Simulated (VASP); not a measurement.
Write the native input for VASP 6.6.1 that does the following.

| Item | Value |
| --- | --- |
| Task | single point |
| Functional | rpbe exchange, lyp correlation |
| Potentials or basis | VASP PAW PBE potentials, release 64 (Rb_sv) |
| Cutoff | 500 eV |
| k mesh | 7 × 7 × 7 |
| Occupations | fermi-dirac, width 0.01 eV |
| Spin | no spin polarisation |
| Dipole correction | no |
| Further INCAR settings | ALGO = Normal; EDIFF = 1e-06; NBANDS = 10 |

The structure of Rb lies in POSCAR:

```
Rb
1.0
   -2.7452900697      2.7452900697      2.7452900697
    2.7452900697     -2.7452900697      2.7452900697
    2.7452900697      2.7452900697     -2.7452900697
Rb
1
Direct
    0.0000000000      0.0000000000      0.0000000000
```

These files were run (other wordings do the same):

INCAR

```
SYSTEM = Rb
PREC = Accurate
ENCUT = 500
EDIFF = 1E-6
ISMEAR = -1
SIGMA = 0.01
LREAL = .False.
LASPH = .True.
NELM = 120
ALGO = Normal
ISIF = 2
LWAVE = .False.
LCHARG = .True.
GGA = LIBXC
LIBXC1 = GGA_X_RPBE
LIBXC2 = GGA_C_LYP
LELF = .True.
LVHAR = .True.
NBANDS = 10
GGA_COMPAT = .False.
```

KPOINTS

```
regular mesh
0
Gamma
  7 7 7
  0 0 0
```

Potentials or basis: VASP PAW PBE potentials, release 64 (Rb_sv).

Run with:

```console
$ cat potpaw_PBE.64/Rb_sv/POTCAR > POTCAR
$ mpirun -np 1 vasp_std > vasp.out
```

It gave:

```
Pressure               : 0.7 GPa
Band gap on the k mesh : zero (an odd number of electrons rules out a gap without spin polarisation)
```

Caveat: the PAW data sets were made with another functional, which shifts forces and pressure a little.

Wall time 12 s on 1 thread of Intel(R) Xeon(R) Platinum 8259CL CPU @ 2.50GHz (Skylake/Cascade Lake) (shared host), peak memory 0.2 GiB.
